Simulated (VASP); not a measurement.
## BeS: single point with PBE

Crystal: BeS.

```
CELL_PARAMETERS angstrom
11.09987 0.00000 0.00000
0.00000 11.09987 0.00000
0.00000 0.00000 3.40808
ATOMIC_POSITIONS crystal
Be 0.57452 0.62989 0.00000
Be 0.87011 0.92548 0.50000
Be 0.42548 0.37011 0.00000
Be 0.12989 0.07452 0.50000
Be 0.62989 0.42548 0.50000
Be 0.92548 0.12989 0.00000
Be 0.37011 0.57452 0.50000
Be 0.07452 0.87011 0.00000
S 0.00263 0.80110 0.50000
S 0.30110 0.50263 0.00000
S 0.99737 0.19890 0.50000
S 0.69890 0.49737 0.00000
S 0.19890 0.00263 0.00000
S 0.49737 0.30110 0.50000
S 0.80110 0.99737 0.00000
S 0.50263 0.69890 0.50000
```

The cell was built from a structure type or drawn by symmetry, and may not be a known phase.

```
Program             : VASP 6.6.1
Task                : single point
Functional          : PBE
Potentials or basis : VASP PAW PBE potentials, release 64 (Be, S)
Cutoff              : 520 eV
k mesh              : 2 × 2 × 8
Occupations         : gaussian, width 0.02 eV
Spin                : no spin polarisation
```

```
Pressure               : 0.0 GPa
Largest force          : 0.009 eV/Å
Band gap on the k mesh : 3.62 eV
```

Forces on the atoms (eV/Å):
```
Be  -0.005 -0.004  0.000
Be   0.004  0.005  0.000
Be   0.005  0.004  0.000
Be  -0.004 -0.005  0.000
Be  -0.004  0.005  0.000
Be   0.005 -0.004  0.000
Be   0.004 -0.005  0.000
Be  -0.005  0.004  0.000
S    0.001 -0.009  0.000
S   -0.009  0.001  0.000
S   -0.001  0.009  0.000
S    0.009 -0.001  0.000
S    0.009  0.001  0.000
S   -0.001 -0.009  0.000
S   -0.009 -0.001  0.000
S    0.001  0.009  0.000
```

Levels at points of the mesh, in eV from the valence-band top:
```csv
k point,band 30,band 31,band 32,band 33,band 34,band 35
"(0.00, 0.00, 0.00)",-0.12,-0.01,0.00,3.62,4.15,4.59
"(0.50, 0.00, 0.00)",-0.26,-0.01,-0.01,3.88,3.88,5.16
"(0.50, 0.50, 0.00)",-0.22,-0.01,-0.01,3.90,3.90,5.21
"(0.00, 0.00, 0.50)",-0.80,-0.79,-0.79,4.38,4.38,4.42
"(0.50, 0.00, 0.50)",-0.80,-0.79,-0.79,4.45,4.45,4.46
"(0.50, 0.50, 0.50)",-0.80,-0.80,-0.80,4.47,4.47,4.47
```

Wall time 5.6 min on 1 thread of AMD EPYC 9R45 96-Core Processor (Zen 5) (shared host), peak memory 0.5 GiB.

A k mesh can miss the band edges.
